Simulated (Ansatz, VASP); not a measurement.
**InPd in VASP and in Ansatz**

File INCAR:

```
  PREC = Accurate
  ENCUT = 520
  EDIFF = 1E-6
  ISMEAR = 0
  SIGMA = 0.15
  LREAL = False
  LASPH = True
  NELM = 100
  ALGO = Fast
  ISIF = 2
  LWAVE = False
  LCHARG = False
  GGA = PS
  NBANDS = 18
```

File KPOINTS:

```
regular mesh
0
Gamma
  14 14 14
```

File POSCAR:

```
InPd
1.0
    3.3602606235      0.0000000000      0.0000000000
    0.0000000000      3.3602606235      0.0000000000
    0.0000000000      0.0000000000      3.0193646182
In Pd
1 1
Direct
   -0.0248370446      0.0000000000      0.0000000000
    0.5267970286      0.5000000000      0.5000000000
```

Input for Ansatz:

```yaml
crystal:
  lattice:
    - [3.3602606235, 0.0, 0.0]
    - [0.0, 3.3602606235, 0.0]
    - [0.0, 0.0, 3.0193646182]
  atoms:
    - { symbol: In, position: [-0.0248370446, 0.0, 0.0] }
    - { symbol: Pd, position: [0.5267970286, 0.5, 0.5] }
basis:
  ecutwfc: 420
kpoints:
  mp_grid: { grid: [14, 14, 14] }
hamiltonian:
  xc: pbesol
scf:
  occupations: { method: gaussian, width: 0.15 }
output:
  forces: true
  stress: true
  eigenvalues: true
```

Change from the starting cell: mode 4 frozen in at -0.087 Å, strain +e along z and -e/2 along x and y -0.0700.

Alike in both runs: task single point; functional PBEsol; k mesh 14 × 14 × 14; occupations gaussian, width 0.15 eV; no spin polarisation.

|  | VASP | Ansatz |
| --- | --- | --- |
| version | VASP 6.6.1 | Ansatz 0.2.0 |
| potentials or method | VASP PAW PBE potentials, release 64 (In_d, Pd), cutoff 520 eV | scalar-relativistic, plane waves, PAW |
| valence electrons in the cell | 23 | 31 |

Ansatz gave:

* gap on the k mesh at the Fermi level (eV): none
* pressure (GPa): 2.6
* traceless stress, the component that is largest in VASP (GPa): 3.35
* rms of the force components (eV/Å): 0.462

Estimate VASP's values.

gap on the k mesh at the Fermi level (eV): none; pressure (GPa): 2.8; traceless stress, the component that is largest in VASP (GPa): 3.36; rms of the force components (eV/Å): 0.469.

VASP's potentials were made for PBE, not for PBEsol. Atom by atom the forces differ by 0.007 eV/Å (rms over components). A gap of «none» marks a metal or a gap that the smearing closes. VASP's potentials hold 23 valence electrons a cell and Ansatz's 31, so a difference there can come from the potentials and not from the codes.
